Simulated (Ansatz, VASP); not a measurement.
**HfB: VASP beside Ansatz**

```
Hf B
1.0
     0.00000    2.35036    2.35036
     2.35036    0.00000    2.35036
     2.35036    2.35036    0.00000
Hf B
1 1
Direct
  0.50000 0.50000 0.50000
  0.00000 0.00000 0.00000
```

Alike in both runs: task single point; functional PBE; k mesh 9 × 9 × 9; no spin polarisation.

|  | VASP | Ansatz |
| --- | --- | --- |
| version | VASP 6.6.1 | Ansatz 0.2.0 |
| potentials or method | VASP PAW PBE potentials, release 64 (Hf_pv, B), cutoff 520 eV | plane waves, PAW |
| occupations | methfessel-paxton of order 1, width 0.1 eV | cold |
| valence electrons in the cell | 13 | 29 |

|  | VASP | Ansatz | Ansatz less VASP |
| --- | --- | --- | --- |
| pressure (GPa) | 17.2 | 16.7 | -0.52 |

VASP's potentials hold 13 valence electrons a cell and Ansatz's 29, so a difference there can come from the potentials and not from the codes.

Spin-orbit coupling is off throughout.
